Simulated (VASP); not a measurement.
**Sr: single point with HSE06**

The system is Sr.

```
CELL_PARAMETERS angstrom
0.00000 3.08239 3.08239
3.08239 0.00000 3.08239
3.08239 3.08239 0.00000
ATOMIC_POSITIONS crystal
Sr 0.00000 0.00000 0.00000
```

```json
{"Program": "VASP 6.6.1", "Task": "single point", "Functional": "HSE06", "Potentials or basis": "VASP PAW PBE potentials, release 64 (Sr_sv)", "Cutoff": "520 eV", "k mesh": "4 × 4 × 4", "Occupations": "fermi-dirac, width 0.05 eV", "Spin": "no spin polarisation"}
```

| Property | Result |
| --- | --- |
| Pressure | -0.1 GPa |
| Band gap on the k mesh | zero (band 5 reaches 1.60 eV, above the bottom of band 6 at 1.23 eV) |

Levels at points of the mesh, in eV from the Fermi level:
```
           k point  band 2  band 3  band 4  band 5  band 6  band 7  band 8  band 9
(0.00, 0.00, 0.00)  -20.52  -20.52  -20.52   -4.37    2.69    2.69    2.69    4.17
(0.50, 0.00, 0.00)  -20.68  -20.54  -20.54   -1.28   -0.33    2.51    2.51    5.21
(0.50, 0.50, 0.00)  -20.67  -20.58  -20.58   -0.73    0.62    0.80    5.22    5.24
```

It took 4.9 min on 1 thread of Intel(R) Xeon(R) Platinum 8488C (Sapphire Rapids), with other jobs on the host, peak memory 0.28 GiB.

Caveat: the k points lie up to 0.44 Å⁻¹ apart; the PAW data sets were made with another functional, which shifts forces and pressure a little.
